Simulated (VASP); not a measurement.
# CuI (F-43m) in VASP: a series of runs

CuI is run at these levels: PBE; tasks: single point.

All numbers are computed with VASP 6.6.1; they aren't measurements. Logs are shortened: lines on timing, memory, paths and dates and some standing lists are left out, and cuts for length are marked.

### Step 1. The cell of the first run

It takes space group F-43m (No. 216, cubic). The conventional cell has a = 6.078 Å, b = 6.078 Å, c = 6.078 Å, α = 90.00°, β = 90.00°, γ = 90.00°. Cu (site symmetry -43m) has 4 I at 2.63 Å within 3.5 Å. Within 3.5 Å of I (site symmetry -43m) lie 4 Cu at 2.63 Å.

### Step 2. Single point, PBE

The input, INCAR:

```
SYSTEM = CuI
PREC = Accurate ; ENCUT = 600
EDIFF = 1E-6 ; ISMEAR = 0
SIGMA = 0.02 ; LREAL = .False.
LASPH = .True. ; NELM = 120
ALGO = Normal ; ISIF = 2
LWAVE = .False. ; LCHARG = .True.
GGA = PE ; LELF = .True.
LVHAR = .True. ; NBANDS = 16
GGA_COMPAT = .False.
```

The input, KPOINTS:

```
Automatic mesh
0
Gamma
  8 8 8
  0 0 0
```

The input, POSCAR:

```
CuI
1.0
    0.0000000000      3.0387598674      3.0387598674
    3.0387598674      0.0000000000      3.0387598674
    3.0387598674      3.0387598674      0.0000000000
Cu I
1 1
Direct
    0.0000000000      0.0000000000      0.0000000000
    0.2500000000      0.2500000000      0.2500000000
```

Potentials or basis: VASP PAW PBE potentials, release 64 (Cu, I).

Launch:

```bash
> cat potpaw_PBE.64/Cu/POTCAR potpaw_PBE.64/I/POTCAR > POTCAR
> mpirun -np 1 vasp_std > vasp.out
```

OUTCAR:

```text
SYSTEM = CuI
   PREC = Accurate
   ENCUT = 600
   EDIFF = 1E-6
   ISMEAR = 0
   LREAL = .False.
   LASPH = .True.
   NELM = 120
   ISIF = 2
   GGA = PE

 ion  position               nearest neighbor table
   1  0.000  0.000  0.000-   2 2.63   2 2.63   2 2.63   2 2.63
   2  0.250  0.250  0.250-   1 2.63   1 2.63   1 2.63   1 2.63

  LATTYP: Found a face centered cubic cell.
 ALAT       =     6.0775197348

  Lattice vectors:

 A1 = (   0.0000000000,   3.0387598674,   3.0387598674)
 A2 = (   3.0387598674,   0.0000000000,   3.0387598674)
 A3 = (   3.0387598674,   3.0387598674,   0.0000000000)

Analysis of symmetry for initial positions (statically):
=====================================================================
 Subroutine PRICEL returns:
 Original cell was already a primitive cell.

 Routine SETGRP: Setting up the symmetry group for a
 face centered cubic supercell.

 Subroutine GETGRP returns: Found 24 space group operations
 (whereof 24 operations were pure point group operations)
 out of a pool of 48 trial point group operations.

The static configuration has the point symmetry T_d .

Analysis of symmetry for dynamics (positions and initial velocities):
=====================================================================
 Subroutine PRICEL returns:
 Original cell was already a primitive cell.

 Routine SETGRP: Setting up the symmetry group for a
 face centered cubic supercell.

 Subroutine GETGRP returns: Found 24 space group operations
 (whereof 24 operations were pure point group operations)
 out of a pool of 48 trial point group operations.

The dynamic configuration has the point symmetry T_d .

 Subroutine INISYM returns: Found 24 space group operations
 (whereof 24 operations are pure point group operations),
 and found     1 'primitive' translations

----------------------------------------------------------------------------------------

                                     Primitive cell

  volume of cell :      56.1202

  direct lattice vectors                    reciprocal lattice vectors
     0.000000000  3.038759867  3.038759867    -0.164540807  0.164540807  0.164540807
     3.038759867  0.000000000  3.038759867     0.164540807 -0.164540807  0.164540807
     3.038759867  3.038759867  0.000000000     0.164540807  0.164540807 -0.164540807

  length of vectors
     4.297455417  4.297455417  4.297455417     0.284993037  0.284993037  0.284993037

  position of ions in fractional coordinates (direct lattice)
     0.000000000  0.000000000  0.000000000
     0.250000000  0.250000000  0.250000000

  ion indices of the primitive-cell ions
   primitive index   ion index
                 1           1
                 2           2

----------------------------------------------------------------------------------------

 KPOINTS: Automatic mesh

Automatic generation of k-mesh.
 Grid dimensions read from file:
 generate k-points for:    8    8    8

 Generating k-lattice:

  Cartesian coordinates                     Fractional coordinates (reciprocal lattice)
    -0.020567601  0.020567601  0.020567601     0.125000000  0.000000000  0.000000000
     0.020567601 -0.020567601  0.020567601     0.000000000  0.125000000  0.000000000
     0.020567601  0.020567601 -0.020567601     0.000000000  0.000000000  0.125000000

  Length of vectors
     0.035624130  0.035624130  0.035624130

  Shift w.r.t. Gamma in fractional coordinates (k-lattice)
     0.000000000  0.000000000  0.000000000

 Subroutine IBZKPT returns following result:
 ===========================================

 Found     29 irreducible k-points:

 Following reciprocal coordinates:
            Coordinates               Weight
  0.000000  0.000000  0.000000      1.000000
  0.125000  0.000000  0.000000      8.000000
  0.250000  0.000000  0.000000      8.000000
  0.375000  0.000000  0.000000      8.000000
  0.500000  0.000000  0.000000      4.000000
  0.125000  0.125000  0.000000      6.000000
[... 16 lines left out ...]
  0.500000  0.250000  0.125000     48.000000
 -0.375000  0.250000  0.125000     24.000000
 [... further k-points ...]
   k-points           NKPTS =     29   k-points in BZ     NKDIM =     29   number of bands    NBANDS=     16
   number of dos      NEDOS =    301   number of ions     NIONS =      2
   total plane-waves  NPLWV =  46656
   dimension x,y,z NGX =    36 NGY =   36 NGZ =   36
   dimension x,y,z NGXF=    72 NGYF=   72 NGZF=   72
   ions per type =               1   1
   NGX,Y,Z   is equivalent  to a cutoff of  13.93, 13.93, 13.93 a.u.
   NGXF,Y,Z  is equivalent  to a cutoff of  27.85, 27.85, 27.85 a.u.
 SYSTEM =  CuI
   PREC   = accura    normal or accurate (medium, high low for compatibility)
   ISTART =      0    job   : 0-new  1-cont  2-samecut
   ICHARG =      2    charge: 1-file 2-atom 10-const
   ISPIN  =      1    spin polarized calculation?
   LNONCOLLINEAR =      F non collinear calculations
   LSORBIT =      F    spin-orbit coupling
   LASPH  =      T    aspherical Exc in radial PAW
   ENCUT  =  600.0 eV  44.10 Ry    6.64 a.u.   8.58  8.58  8.58*2*pi/ulx,y,z
   NELM   =    120;   NELMIN=  2; NELMDL= -5     # of ELM steps
   EDIFF  = 0.1E-05   stopping-criterion for ELM
   LREAL  =      F    real-space projection
   EDIFFG = 0.1E-04   stopping-criterion for IOM
   NSW    =      0    number of steps for IOM
   IBRION =     -1    ionic relax: 0-MD 1-quasi-New 2-CG
   NFREE  =      0    steps in history (QN), initial steepest desc. (CG)
   ISIF   =      2    stress and relaxation
   ISYM   =      2    0-nonsym 1-usesym 2-fastsym
   POTIM  = 0.5000    time-step for ionic-motion
   TEBEG  =    0.0;   TEEND  =   0.0 temperature during run
   PSTRESS=    0.0 pullay stress
   NELECT =      18.0000    total number of electrons
   NUPDOWN=      -1.0000    fix difference up-down
   EMIN   =  10.00;   EMAX   =-10.00  energy-range for DOS
   EFERMI =   0.00;   METHOD = LEGACY
   ISMEAR =     0;   SIGMA  =   0.02  broadening in eV -4-tet -1-fermi 0-gaus
   EFERMI_NEDOS =   21; number of points for ismear=-14 and -15
   IALGO  =     38    algorithm
   IMIX   =      4    mixing-type and parameters
     AMIX     =   0.40;   BMIX     =  1.00
     AMIX_MAG =   1.60;   BMIX_MAG =  1.00
  volume/ion in A,a.u.               =      28.06       189.36
  Fermi-wavevector in a.u.,A,eV,Ry     =   1.120622  2.117669 17.086121  1.255794
  Thomas-Fermi vector in A             =   2.257270
   LORBIT       =      0    0 simple, 1 ext, 2 COOP (PROOUT), +10 PAW based schemes
   GGA     = PE    functional components
   LHFCALC =     F    Hartree Fock is set to
   AEXX    =    0.0000 exact exchange contribution
   IVDW    =     0    specifies the selected vdW correction
   LEPSILON=     F    determine dielectric tensor
   LRPA    =     F    only Hartree local field effects (RPA)
 non-spin polarized calculation
 Gauss-broadening in eV      SIGMA  =   0.02
  energy-cutoff  :      600.00
  volume of cell :       56.12
 maximum number of plane-waves:      1895
 NGX is ok and might be reduce to    36
   NGX = 17   NGY = 17   NGZ = 17

 number of electron      18.0000008 magnetization

 Free energy of the ion-electron system (eV)
  ---------------------------------------------------
  ext. energy  EPLUGINS =         0.00000000
  ---------------------------------------------------
  free energy    TOTEN  =        -5.56255113 eV

  energy without entropy =       -5.56255113  energy(sigma->0) =       -5.56255113

 E-fermi :   4.4663     XC(G=0):  -8.9038

 val. band max:        4.3532935768   @ k =   0.0000   0.0000   0.0000
 cond. band min:       5.4777430775   @ k =   0.0000   0.0000   0.0000
 fundamental gap:      1.1244495007
 Fermi energy:         4.4662807149

 k-point     1 :       0.0000    0.0000    0.0000
  band No.  band energies     occupation
      1      -9.6199      2.00000
      2       0.7467      2.00000
      3       0.7467      2.00000
      4       0.7467      2.00000
      5       2.5320      2.00000
      6       2.5320      2.00000
[... 8 lines left out ...]
     15      13.9174      0.00000
     16      13.9174      0.00000

 k-point     2 :       0.1250    0.0000    0.0000
  band No.  band energies     occupation
      1      -9.5488      2.00000
      2       0.4513      2.00000
      3       0.7520      2.00000
      4       0.7520      2.00000
      5       2.5261      2.00000
      6       2.5261      2.00000
[... 8 lines left out ...]
     15      13.2687      0.00000
     16      13.2765      0.00000

 k-point     3 :       0.2500    0.0000    0.0000
  band No.  band energies     occupation
      1      -9.3667      2.00000
      2      -0.2458      2.00000
      3       0.7620      2.00000
      4       0.7620      2.00000
      5       2.5232      2.00000
      6       2.5232      2.00000
[... 8 lines left out ...]
     15      13.0683      0.00000
     16      13.2743      0.00000

 k-point     4 :       0.3750    0.0000    0.0000
  band No.  band energies     occupation
      1      -9.1674      2.00000
      2      -0.9144      2.00000
      3       0.7671      2.00000
      4       0.7671      2.00000
      5       2.5425      2.00000
      6       2.5425      2.00000
[... 8 lines left out ...]
     15      13.9756      0.00000
     16      13.9756      0.00000
[... 324 lines left out ...]
 k-point    22 :       0.3750    0.2500    0.1250
  band No.  band energies     occupation
      1      -9.2256      2.00000
      2      -0.4461      2.00000
      3       0.5296      2.00000
      4       0.7458      2.00000
      5       2.4641      2.00000
      6       2.5687      2.00000
[... 8 lines left out ...]
     15      14.6058      0.00000
     16      15.6520      0.00000

 k-point    23 :       0.5000    0.2500    0.1250
  band No.  band energies     occupation
      1      -9.0603      2.00000
      2      -0.7839      2.00000
      3       0.3068      2.00000
      4       0.7309      2.00000
      5       2.4866      2.00000
      6       2.5472      2.00000
[... 8 lines left out ...]
     15      14.9764      0.00000
     16      15.8104      0.00000

 k-point    24 :      -0.3750    0.2500    0.1250
  band No.  band energies     occupation
      1      -8.9878      2.00000
      2      -0.9273      2.00000
      3       0.2101      2.00000
      4       0.7176      2.00000
      5       2.4693      2.00000
      6       2.5433      2.00000
[... 8 lines left out ...]
     15      15.0850      0.00000
     16      15.6341      0.00000

 [... further k-points ...]
[... 5 lines left out ...]
  --------------------------------------------------------------------------------------
  -------------------------------------------------------------------------------------
  Total        0.0046482      0.0046482      0.0046482     -0.0000000      0.0000000     -0.0000000
  in kB        0.1327005      0.1327005      0.1327005     -0.0000000      0.0000000     -0.0000000
  external PRESSURE =       0.1327005 kB  Pullay stress =       0.0000000 kB

 VOLUME and BASIS-vectors are now :
 -----------------------------------------------------------------------------
  energy-cutoff  :      600.00
  volume of cell :       56.12
      direct lattice vectors                 reciprocal lattice vectors
     0.000000000  3.038759867  3.038759867    -0.164540807  0.164540807  0.164540807
     3.038759867  0.000000000  3.038759867     0.164540807 -0.164540807  0.164540807
     3.038759867  3.038759867  0.000000000     0.164540807  0.164540807 -0.164540807

 POSITION                                       TOTAL-FORCE (eV/Angst)
 -----------------------------------------------------------------------------------
      0.00000      0.00000      0.00000         0.000000      0.000000      0.000000
      1.51938      1.51938      1.51938        -0.000000     -0.000000     -0.000000
 -----------------------------------------------------------------------------------
    total drift:                               -0.000000     -0.000000     -0.000000

  FREE ENERGIE OF THE ION-ELECTRON SYSTEM (eV)
  ---------------------------------------------------
  free  energy   TOTEN  =        -5.5625511280 eV

  energy  without entropy=       -5.5625511280  energy(sigma->0) =       -5.56255113
```

It took 40 s on 1 thread of AMD EPYC 7R43 (Zen 3), shared host; peak memory 0.18 GiB.

Results:

```yaml
Free_energy: -5.5626 eV
Pressure: 0.0 GPa
Band_gap_on_the_k_mesh: 1.12 eV
```

Levels at points of the mesh, in eV from the valence-band top:
| k point | band 7 | band 8 | band 9 | band 10 | band 11 | band 12 |
| --- | --- | --- | --- | --- | --- | --- |
| (0.00, 0.00, 0.00) | 0.00 | 0.00 | 0.00 | 1.12 | 4.88 | 4.88 |
| (0.50, 0.00, 0.00) | -1.75 | -0.70 | -0.70 | 2.15 | 5.41 | 5.41 |
| (0.50, 0.50, 0.00) | -1.74 | -1.47 | -1.47 | 2.73 | 2.91 | 9.14 |

Caveat: spin-orbit coupling is left out, which moves the levels of the heavy elements.

### Step 3. Single point, PBE

The input, INCAR:

```
ALGO = Normal ; EDIFF = 1E-6
ENCUT = 600 ; GGA = PE
GGA_COMPAT = False ; ISIF = 2
ISMEAR = 0 ; LASPH = True
LCHARG = False ; LREAL = False
LWAVE = False ; NBANDS = 16
NELM = 120 ; PREC = Accurate
SIGMA = 0.02
```

The input, KPOINTS:

```
k-points
0
Gamma
  8 8 8
```

POSCAR is that of step 2.

Potentials or basis: VASP PAW PBE potentials, release 64 (Cu, I).

Launch:

```bash
> cat potpaw_PBE.64/Cu/POTCAR potpaw_PBE.64/I/POTCAR > POTCAR
> mpirun -np 1 vasp_std > vasp.out
```

OUTCAR:

```text
EDIFF = 1E-6
   ENCUT = 600
   GGA = PE
   ISIF = 2
   ISMEAR = 0
   LASPH = True
   LREAL = False
   NELM = 120
   PREC = Accurate

 ion  position               nearest neighbor table
   1  0.000  0.000  0.000-   2 2.63   2 2.63   2 2.63   2 2.63
   2  0.250  0.250  0.250-   1 2.63   1 2.63   1 2.63   1 2.63

  LATTYP: Found a face centered cubic cell.
 ALAT       =     6.0775197348

  Lattice vectors:

 A1 = (   0.0000000000,   3.0387598674,   3.0387598674)
 A2 = (   3.0387598674,   0.0000000000,   3.0387598674)
 A3 = (   3.0387598674,   3.0387598674,   0.0000000000)

Analysis of symmetry for initial positions (statically):
=====================================================================
 Subroutine PRICEL returns:
 Original cell was already a primitive cell.

 Routine SETGRP: Setting up the symmetry group for a
 face centered cubic supercell.

 Subroutine GETGRP returns: Found 24 space group operations
 (whereof 24 operations were pure point group operations)
 out of a pool of 48 trial point group operations.

The static configuration has the point symmetry T_d .

Analysis of symmetry for dynamics (positions and initial velocities):
=====================================================================
 Subroutine PRICEL returns:
 Original cell was already a primitive cell.

 Routine SETGRP: Setting up the symmetry group for a
 face centered cubic supercell.

 Subroutine GETGRP returns: Found 24 space group operations
 (whereof 24 operations were pure point group operations)
 out of a pool of 48 trial point group operations.

The dynamic configuration has the point symmetry T_d .

 Subroutine INISYM returns: Found 24 space group operations
 (whereof 24 operations are pure point group operations),
 and found     1 'primitive' translations

----------------------------------------------------------------------------------------

                                     Primitive cell

[... 104 lines left out ...]
   EFERMI =   0.00;   METHOD = LEGACY
   ISMEAR =     0;   SIGMA  =   0.02  broadening in eV -4-tet -1-fermi 0-gaus
   EFERMI_NEDOS =   21; number of points for ismear=-14 and -15
   IALGO  =     38    algorithm
   IMIX   =      4    mixing-type and parameters
     AMIX     =   0.40;   BMIX     =  1.00
     AMIX_MAG =   1.60;   BMIX_MAG =  1.00
  volume/ion in A,a.u.               =      28.06       189.36
  Fermi-wavevector in a.u.,A,eV,Ry     =   1.120622  2.117669 17.086121  1.255794
  Thomas-Fermi vector in A             =   2.257270
   LORBIT       =      0    0 simple, 1 ext, 2 COOP (PROOUT), +10 PAW based schemes
   GGA     = PE    functional components
   LHFCALC =     F    Hartree Fock is set to
   AEXX    =    0.0000 exact exchange contribution
   IVDW    =     0    specifies the selected vdW correction
   LEPSILON=     F    determine dielectric tensor
   LRPA    =     F    only Hartree local field effects (RPA)
 non-spin polarized calculation
 Gauss-broadening in eV      SIGMA  =   0.02
  energy-cutoff  :      600.00
  volume of cell :       56.12
 maximum number of plane-waves:      1895
 NGX is ok and might be reduce to    36
   NGX = 17   NGY = 17   NGZ = 17

 number of electron      18.0000008 magnetization

 Free energy of the ion-electron system (eV)
  ---------------------------------------------------
  ext. energy  EPLUGINS =         0.00000000
  ---------------------------------------------------
  free energy    TOTEN  =        -5.56255113 eV

  energy without entropy =       -5.56255113  energy(sigma->0) =       -5.56255113

 E-fermi :   4.4663     XC(G=0):  -8.9038

 val. band max:        4.3532935768   @ k =   0.0000   0.0000   0.0000
 cond. band min:       5.4777430775   @ k =   0.0000   0.0000   0.0000
 fundamental gap:      1.1244495007
 Fermi energy:         4.4662807149

 k-point     1 :       0.0000    0.0000    0.0000
  band No.  band energies     occupation
      1      -9.6199      2.00000
      2       0.7467      2.00000
      3       0.7467      2.00000
      4       0.7467      2.00000
      5       2.5320      2.00000
      6       2.5320      2.00000
[... 433 lines left out ...]
      3       0.2101      2.00000
      4       0.7176      2.00000
      5       2.4693      2.00000
      6       2.5433      2.00000
[... 8 lines left out ...]
     15      15.0850      0.00000
     16      15.6341      0.00000

 [... further k-points ...]
[... 5 lines left out ...]
  --------------------------------------------------------------------------------------
  -------------------------------------------------------------------------------------
  Total        0.0046482      0.0046482      0.0046482     -0.0000000      0.0000000     -0.0000000
  in kB        0.1327005      0.1327005      0.1327005     -0.0000000      0.0000000     -0.0000000
  external PRESSURE =       0.1327005 kB  Pullay stress =       0.0000000 kB

 VOLUME and BASIS-vectors are now :
 -----------------------------------------------------------------------------
  energy-cutoff  :      600.00
  volume of cell :       56.12
      direct lattice vectors                 reciprocal lattice vectors
     0.000000000  3.038759867  3.038759867    -0.164540807  0.164540807  0.164540807
     3.038759867  0.000000000  3.038759867     0.164540807 -0.164540807  0.164540807
     3.038759867  3.038759867  0.000000000     0.164540807  0.164540807 -0.164540807

 POSITION                                       TOTAL-FORCE (eV/Angst)
 -----------------------------------------------------------------------------------
      0.00000      0.00000      0.00000         0.000000      0.000000      0.000000
      1.51938      1.51938      1.51938        -0.000000     -0.000000     -0.000000
 -----------------------------------------------------------------------------------
    total drift:                               -0.000000     -0.000000     -0.000000

  FREE ENERGIE OF THE ION-ELECTRON SYSTEM (eV)
  ---------------------------------------------------
  free  energy   TOTEN  =        -5.5625511280 eV

  energy  without entropy=       -5.5625511280  energy(sigma->0) =       -5.56255113
```

stdout:

```text
POSCAR found type information on POSCAR CuI
 POSCAR found :  2 types and       2 ions
 scaLAPACK will be used
 LDA part: xc-table for (Slater+PW92), standard interpolation
 POSCAR, INCAR and KPOINTS ok, starting setup
 FFT: planning ... GRIDC
 FFT: planning ... GRID_SOFT
 FFT: planning ... GRID
 WAVECAR not read
 entering main loop
```

Wall time 39 s (1 thread of AMD EPYC 7R43 (Zen 3), shared host); peak memory 0.18 GiB.

What came out:

| Property | Result |
| --- | --- |
| Free energy | -5.5626 eV |
| Pressure | 0.0 GPa |
| Band gap on the k mesh | 1.12 eV |

Caveat: spin-orbit coupling is left out, which moves the levels of the heavy elements.
